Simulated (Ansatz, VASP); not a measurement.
## GdMn: VASP beside Ansatz

File INCAR:

```
SYSTEM = GdMn
  ALGO = Normal
  EDIFF = 1E-7
  ENCUT = 520
  GGA = PS
  ISIF = 2
  ISMEAR = 0
  ISPIN = 2
  LASPH = .TRUE.
  LCHARG = .FALSE.
  LDAU = .TRUE.
  LDAUJ = 0 0
  LDAUL = -1 2
  LDAUPRINT = 1
  LDAUTYPE = 2
  LDAUU = 0 5
  LMAXMIX = 6
  LORBIT = 11
  LREAL = .FALSE.
  LWAVE = .FALSE.
  MAGMOM = 7 -3.5
  NBANDS = 26
  NELM = 150
  PREC = Accurate
  SIGMA = 0.05
```

File KPOINTS:

```
k-points
0
G
  10 10 10
  0 0 0
```

Contents of POSCAR:

```
GdMn
1.0
    3.4475309497      0.0000000000      0.0000000000
    0.0000000000      3.4475309497      0.0000000000
    0.0000000000      0.0000000000      3.4475309497
Gd Mn
1 1
Direct
    0.0000000000      0.0000000000      0.0000000000
    0.5000000000      0.5000000000      0.5000000000
```

Input for Ansatz:

```yaml
crystal:
  lattice:
    - [3.4475309497, 0.0, 0.0]
    - [0.0, 3.4475309497, 0.0]
    - [0.0, 0.0, 3.4475309497]
  atoms:
    - { symbol: Gd, position: [0.0, 0.0, 0.0], spin: 7.0 }
    - { symbol: Mn, position: [0.5, 0.5, 0.5], spin: -3.5 }
basis:
  ecutwfc: "550 eV"
  ecutrho_ratio: 4
kpoints:
  mp_grid: { grid: [10, 10, 10] }
hamiltonian:
  xc: pbesol
  hubbard: { sites: [{ species: Mn, l: d, u_eff: 5.0 }], double_counting: fll }
scf:
  occupations: { method: gaussian, width: 0.05 }
output:
  forces: true
  stress: true
magnetization:
  spin_polarized: true
```

Alike in both runs: task single point; functional PBEsol; k mesh 10 × 10 × 10; occupations gaussian, width 0.05 eV; collinear spin; Hubbard terms Mn d U = 5.0 eV.

|  | VASP | Ansatz |
| --- | --- | --- |
| version | VASP 6.6.1 | Ansatz 0.2.0 |
| potentials or method | VASP PAW PBE potentials, release 64 (Gd, Mn_pv), cutoff 520 eV | scalar-relativistic, plane waves, PAW |
| valence electrons in the cell | 31 | 33 |

VASP gave:

```
pressure (GPa)                                                : 13.9
net moment per atom (μB)                                      : 1.45
size of the moment on the site where the two differ most (μB) : 6.97
```

Estimate Ansatz's values.

pressure (GPa): 15.0; net moment per atom (μB): 1.45; size of the moment on the site where the two differ most (μB): 7.16.

VASP's potentials were made for PBE, not for PBEsol. Site moments also hang on the region over which each program counts them. The programs project onto different local orbitals, so the same U acts differently, and such runs can settle in different states. VASP's potentials hold 31 valence electrons a cell and Ansatz's 33, so a difference there can come from the potentials and not from the codes. Ansatz's warnings: filled band counts differ across k points.

Spin-orbit coupling is off throughout.
